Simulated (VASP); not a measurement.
# Sr2C (fluorite type) (Fm-3m) in VASP: single point with PBE

Aim: the single point of Sr2C (fluorite type) with PBE.

Program: VASP 6.6.1. These are calculated values, not measurements. Logs are shortened: lines on timing, memory, paths and dates and some standing lists are left out, and cuts for length are marked.

## (1) The cell of the first run

It takes space group Fm-3m (No. 225, cubic). Conventional cell: a = 6.749 Å, b = 6.749 Å, c = 6.749 Å, α = 90.00°, β = 90.00°, γ = 90.00°. C (site symmetry m-3m) has 8 Sr at 2.92 Å within 3.8 Å. Sr (site symmetry -43m) has 4 C at 2.92 Å and 6 Sr at 3.37 Å within 3.8 Å.

## (2) Single point, PBE

INCAR reads:

```
PREC = Accurate
ENCUT = 520
EDIFF = 1E-7
ISMEAR = -1
SIGMA = 0.05
LREAL = False
LASPH = True
NELM = 60
ALGO = Normal
ISIF = 2
LWAVE = False
LCHARG = False
GGA = PE
NBANDS = 19
```

KPOINTS reads:

```
Automatic mesh
0
Gamma
  8 8 8
```

POSCAR reads:

```
Sr2C
1.0
    0.0000000000      3.3743938308      3.3743938308
    3.3743938308      0.0000000000      3.3743938308
    3.3743938308      3.3743938308      0.0000000000
C Sr
1 2
Direct
    0.0000000000      0.0000000000      0.0000000000
    0.2500000000      0.2500000000      0.2500000000
    0.7500000000      0.7500000000      0.7500000000
```

Potentials or basis: VASP PAW PBE potentials, release 64 (C, Sr_sv).

Launch:

```console
> cat potpaw_PBE.64/C/POTCAR potpaw_PBE.64/Sr_sv/POTCAR > POTCAR
> mpirun -np 1 vasp_std > vasp.out
```

OUTCAR:

```text
PREC = Accurate
   ENCUT = 520
   EDIFF = 1E-7
   ISMEAR = -1
   LREAL = False
   LASPH = True
   NELM = 60
   ISIF = 2
   GGA = PE

 ion  position               nearest neighbor table
   1  0.000  0.000  0.000-   2 2.92   3 2.92   3 2.92   3 2.92   3 2.92   2 2.92   2 2.92   2 2.92

   2  0.250  0.250  0.250-   1 2.92   1 2.92   1 2.92   1 2.92   3 3.37   3 3.37   3 3.37   3 3.37
                             3 3.37   3 3.37
   3  0.750  0.750  0.750-   1 2.92   1 2.92   1 2.92   1 2.92   2 3.37   2 3.37   2 3.37   2 3.37
                             2 3.37   2 3.37

  LATTYP: Found a face centered cubic cell.
 ALAT       =     6.7487876616

  Lattice vectors:

 A1 = (   0.0000000000,   3.3743938308,   3.3743938308)
 A2 = (   3.3743938308,   0.0000000000,   3.3743938308)
 A3 = (   3.3743938308,   3.3743938308,   0.0000000000)

Analysis of symmetry for initial positions (statically):
=====================================================================
 Subroutine PRICEL returns:
 Original cell was already a primitive cell.

 Routine SETGRP: Setting up the symmetry group for a
 face centered cubic supercell.

 Subroutine GETGRP returns: Found 48 space group operations
 (whereof 48 operations were pure point group operations)
 out of a pool of 48 trial point group operations.

The static configuration has the point symmetry O_h .

Analysis of symmetry for dynamics (positions and initial velocities):
=====================================================================
 Subroutine PRICEL returns:
 Original cell was already a primitive cell.

 Routine SETGRP: Setting up the symmetry group for a
 face centered cubic supercell.

 Subroutine GETGRP returns: Found 48 space group operations
 (whereof 48 operations were pure point group operations)
 out of a pool of 48 trial point group operations.

The dynamic configuration has the point symmetry O_h .

 Subroutine INISYM returns: Found 48 space group operations
 (whereof 48 operations are pure point group operations),
 and found     1 'primitive' translations

----------------------------------------------------------------------------------------

                                     Primitive cell

  volume of cell :      76.8453

  direct lattice vectors                    reciprocal lattice vectors
     0.000000000  3.374393831  3.374393831    -0.148174761  0.148174761  0.148174761
     3.374393831  0.000000000  3.374393831     0.148174761 -0.148174761  0.148174761
     3.374393831  3.374393831  0.000000000     0.148174761  0.148174761 -0.148174761

  length of vectors
     4.772113520  4.772113520  4.772113520     0.256646215  0.256646215  0.256646215

  position of ions in fractional coordinates (direct lattice)
     0.000000000  0.000000000  0.000000000
     0.250000000  0.250000000  0.250000000
     0.750000000  0.750000000  0.750000000

  ion indices of the primitive-cell ions
   primitive index   ion index
                 1           1
                 2           2
                 3           3

----------------------------------------------------------------------------------------

 KPOINTS: Automatic mesh

Automatic generation of k-mesh.
 Grid dimensions read from file:
 generate k-points for:    8    8    8

 Generating k-lattice:

  Cartesian coordinates                     Fractional coordinates (reciprocal lattice)
    -0.018521845  0.018521845  0.018521845     0.125000000  0.000000000  0.000000000
     0.018521845 -0.018521845  0.018521845     0.000000000  0.125000000  0.000000000
     0.018521845  0.018521845 -0.018521845     0.000000000  0.000000000  0.125000000

  Length of vectors
     0.032080777  0.032080777  0.032080777

  Shift w.r.t. Gamma in fractional coordinates (k-lattice)
     0.000000000  0.000000000  0.000000000

 Subroutine IBZKPT returns following result:
 ===========================================

 Found     29 irreducible k-points:

 Following reciprocal coordinates:
            Coordinates               Weight
  0.000000  0.000000  0.000000      1.000000
  0.125000  0.000000  0.000000      8.000000
  0.250000  0.000000  0.000000      8.000000
  0.375000  0.000000  0.000000      8.000000
  0.500000  0.000000  0.000000      4.000000
  0.125000  0.125000  0.000000      6.000000
[... 16 lines left out ...]
  0.500000  0.250000  0.125000     48.000000
 -0.375000  0.250000  0.125000     24.000000
 [... further k-points ...]
   k-points           NKPTS =     29   k-points in BZ     NKDIM =     29   number of bands    NBANDS=     19
   number of dos      NEDOS =    301   number of ions     NIONS =      3
   total plane-waves  NPLWV =  46656
   dimension x,y,z NGX =    36 NGY =   36 NGZ =   36
   dimension x,y,z NGXF=    72 NGYF=   72 NGZF=   72
   ions per type =               1   2
   NGX,Y,Z   is equivalent  to a cutoff of  12.54, 12.54, 12.54 a.u.
   NGXF,Y,Z  is equivalent  to a cutoff of  25.08, 25.08, 25.08 a.u.
 SYSTEM =  unknown system
   PREC   = accura    normal or accurate (medium, high low for compatibility)
   ISTART =      0    job   : 0-new  1-cont  2-samecut
   ICHARG =      2    charge: 1-file 2-atom 10-const
   ISPIN  =      1    spin polarized calculation?
   LNONCOLLINEAR =      F non collinear calculations
   LSORBIT =      F    spin-orbit coupling
   LASPH  =      T    aspherical Exc in radial PAW
   ENCUT  =  520.0 eV  38.22 Ry    6.18 a.u.   8.87  8.87  8.87*2*pi/ulx,y,z
   NELM   =     60;   NELMIN=  2; NELMDL= -5     # of ELM steps
   EDIFF  = 0.1E-06   stopping-criterion for ELM
   LREAL  =      F    real-space projection
   EDIFFG = 0.1E-05   stopping-criterion for IOM
   NSW    =      0    number of steps for IOM
   IBRION =     -1    ionic relax: 0-MD 1-quasi-New 2-CG
   NFREE  =      0    steps in history (QN), initial steepest desc. (CG)
   ISIF   =      2    stress and relaxation
   ISYM   =      2    0-nonsym 1-usesym 2-fastsym
   POTIM  = 0.5000    time-step for ionic-motion
   TEBEG  =    0.0;   TEEND  =   0.0 temperature during run
   PSTRESS=    0.0 pullay stress
   NELECT =      24.0000    total number of electrons
   NUPDOWN=      -1.0000    fix difference up-down
   EMIN   =  10.00;   EMAX   =-10.00  energy-range for DOS
   EFERMI =   0.00;   METHOD = LEGACY
   ISMEAR =    -1;   SIGMA  =   0.05  broadening in eV -4-tet -1-fermi 0-gaus
   EFERMI_NEDOS =   21; number of points for ismear=-14 and -15
   IALGO  =     38    algorithm
   IMIX   =      4    mixing-type and parameters
     AMIX     =   0.40;   BMIX     =  1.00
     AMIX_MAG =   1.60;   BMIX_MAG =  1.00
  volume/ion in A,a.u.               =      25.62       172.86
  Fermi-wavevector in a.u.,A,eV,Ry     =   1.110724  2.098964 16.785613  1.233708
  Thomas-Fermi vector in A             =   2.247279
   LORBIT       =      0    0 simple, 1 ext, 2 COOP (PROOUT), +10 PAW based schemes
   GGA     = PE    functional components
   LHFCALC =     F    Hartree Fock is set to
   AEXX    =    0.0000 exact exchange contribution
   IVDW    =     0    specifies the selected vdW correction
   LEPSILON=     F    determine dielectric tensor
   LRPA    =     F    only Hartree local field effects (RPA)
 non-spin polarized calculation
  energy-cutoff  :      520.00
  volume of cell :       76.85
 maximum number of plane-waves:      2120
   NGX = 17   NGY = 17   NGZ = 17

 number of electron      24.0000000 magnetization

 Free energy of the ion-electron system (eV)
  ---------------------------------------------------
  ext. energy  EPLUGINS =         0.00000000
  ---------------------------------------------------
  free energy    TOTEN  =       -10.62807585 eV

  energy without entropy =      -10.61472925  energy(sigma->0) =      -10.62140255

 E-fermi :   2.9311     XC(G=0):  -9.0994

 val. band max:        2.9262301953   @ k =   0.5000   0.5000   0.0000
 cond. band min:       2.9485236719   @ k =  -0.3750   0.5000   0.1250
 fundamental gap:      0.0222934766
 Fermi energy:         2.9311327880

 k-point     1 :       0.0000    0.0000    0.0000
  band No.  band energies     occupation
      1     -32.4758      2.00000
      2     -32.2185      2.00000
      3     -14.7211      2.00000
      4     -14.7211      2.00000
      5     -14.7211      2.00000
      6     -14.0920      2.00000
[... 11 lines left out ...]
     18       8.0118      0.00000
     19      10.4442      0.00000

 k-point     2 :       0.1250    0.0000    0.0000
  band No.  band energies     occupation
      1     -32.4657      2.00000
      2     -32.2280      2.00000
      3     -14.7091      2.00000
      4     -14.7012      2.00000
      5     -14.7012      2.00000
      6     -14.1350      2.00000
[... 11 lines left out ...]
     18       7.9585      0.00000
     19      10.3722      0.00000

 k-point     3 :       0.2500    0.0000    0.0000
  band No.  band energies     occupation
      1     -32.4372      2.00000
      2     -32.2552      2.00000
      3     -14.6720      2.00000
      4     -14.6429      2.00000
      5     -14.6429      2.00000
      6     -14.2449      2.00000
[... 11 lines left out ...]
     18       7.7357      0.00000
     19       9.3476      0.00000

 k-point     4 :       0.3750    0.0000    0.0000
  band No.  band energies     occupation
      1     -32.3947      2.00000
      2     -32.2962      2.00000
      3     -14.6070      2.00000
      4     -14.5510      2.00000
      5     -14.5510      2.00000
      6     -14.3805      2.00000
[... 11 lines left out ...]
     18       7.3988      0.00000
     19       8.1522      0.00000

 k-point     5 :       0.5000    0.0000    0.0000
  band No.  band energies     occupation
      1     -32.3452      2.00000
      2     -32.3452      2.00000
      3     -14.5267      2.00000
      4     -14.4894      2.00000
      5     -14.4400      2.00000
      6     -14.4400      2.00000
[... 11 lines left out ...]
     18       7.3223      0.00000
     19       7.4787      0.00000

 k-point     6 :       0.1250    0.1250    0.0000
  band No.  band energies     occupation
      1     -32.4629      2.00000
      2     -32.2307      2.00000
      3     -14.7428      2.00000
      4     -14.7428      2.00000
      5     -14.6107      2.00000
      6     -14.2459      2.00000
[... 11 lines left out ...]
     18       7.7155      0.00000
     19       9.5422      0.00000

 k-point     7 :       0.2500    0.1250    0.0000
  band No.  band energies     occupation
      1     -32.4418      2.00000
      2     -32.2505      2.00000
      3     -14.7470      2.00000
      4     -14.7406      2.00000
      5     -14.4953      2.00000
      6     -14.4015      2.00000
[... 11 lines left out ...]
     18       8.0320      0.00000
     19       8.2934      0.00000

 k-point     8 :       0.3750    0.1250    0.0000
  band No.  band energies     occupation
      1     -32.4060      2.00000
      2     -32.2847      2.00000
      3     -14.7169      2.00000
      4     -14.6921      2.00000
      5     -14.5567      2.00000
      6     -14.3687      2.00000
[... 256 lines left out ...]
 k-point    20 :      -0.3750    0.3750    0.0000
  band No.  band energies     occupation
      1     -32.3614      2.00000
      2     -32.3260      2.00000
      3     -15.0005      2.00000
      4     -14.7864      2.00000
      5     -14.7601      2.00000
      6     -14.1326      2.00000
[... 11 lines left out ...]
     18       7.6435      0.00000
     19       8.4138      0.00000

 k-point    21 :       0.5000    0.5000    0.0000
  band No.  band energies     occupation
      1     -32.3861      2.00000
      2     -32.3005      2.00000
      3     -15.0512      2.00000
      4     -14.8658      2.00000
      5     -14.8658      2.00000
      6     -13.9993      2.00000
[... 11 lines left out ...]
     18       7.8820      0.00000
     19       8.1492      0.00000

 k-point    22 :       0.3750    0.2500    0.1250
  band No.  band energies     occupation
      1     -32.4186      2.00000
      2     -32.2722      2.00000
      3     -14.8197      2.00000
      4     -14.6805      2.00000
      5     -14.5765      2.00000
      6     -14.3513      2.00000
[... 11 lines left out ...]
     18       7.3863      0.00000
     19       8.3278      0.00000

 k-point    23 :       0.5000    0.2500    0.1250
  band No.  band energies     occupation
      1     -32.3843      2.00000
      2     -32.3051      2.00000
      3     -14.8480      2.00000
      4     -14.7211      2.00000
      5     -14.5809      2.00000
      6     -14.3171      2.00000
[... 11 lines left out ...]
     18       7.6214      0.00000
     19       8.3404      0.00000

 k-point    24 :      -0.3750    0.2500    0.1250
  band No.  band energies     occupation
      1     -32.3444      2.00000
      2     -32.3444      2.00000
      3     -14.8315      2.00000
      4     -14.7992      2.00000
      5     -14.4557      2.00000
      6     -14.4537      2.00000
[... 11 lines left out ...]
     18       7.6177      0.00000
     19       8.3922      0.00000

 [... further k-points ...]

------------------------ aborting loop because EDIFF is reached ----------------------------------------

  FORCE on cell =-STRESS in cart. coord.  units (eV):
  Direction    XX          YY          ZZ          XY          YZ          ZX
  --------------------------------------------------------------------------------------
  -------------------------------------------------------------------------------------
  Total        0.0980132      0.0980132      0.0980132     -0.0000000      0.0000000      0.0000000
  in kB        2.0435157      2.0435157      2.0435157     -0.0000000      0.0000000      0.0000000
  external PRESSURE =       2.0435157 kB  Pullay stress =       0.0000000 kB

 VOLUME and BASIS-vectors are now :
 -----------------------------------------------------------------------------
  energy-cutoff  :      520.00
  volume of cell :       76.85
      direct lattice vectors                 reciprocal lattice vectors
     0.000000000  3.374393831  3.374393831    -0.148174761  0.148174761  0.148174761
     3.374393831  0.000000000  3.374393831     0.148174761 -0.148174761  0.148174761
     3.374393831  3.374393831  0.000000000     0.148174761  0.148174761 -0.148174761

 POSITION                                       TOTAL-FORCE (eV/Angst)
 -----------------------------------------------------------------------------------
      0.00000      0.00000      0.00000         0.000000      0.000000      0.000000
      1.68720      1.68720      1.68720         0.000000      0.000000      0.000000
      5.06159      5.06159      5.06159        -0.000000     -0.000000     -0.000000
 -----------------------------------------------------------------------------------
    total drift:                                0.000000      0.000000      0.000000

  FREE ENERGIE OF THE ION-ELECTRON SYSTEM (eV)
  ---------------------------------------------------
  free  energy   TOTEN  =       -10.6280758488 eV

  energy  without entropy=      -10.6147292454  energy(sigma->0) =      -10.62140255
```

Wall time 38 s (1 thread of Intel Xeon Platinum 8488C (Sapphire Rapids), shared host); peak memory 0.22 GiB.

Results:

| Quantity | Value |
| --- | --- |
| Free energy | -10.6281 eV |
| Pressure | 0.2 GPa |
| Band gap on the k mesh | zero (band 12 reaches 2.93 eV, above the bottom of band 13 at 2.80 eV) |
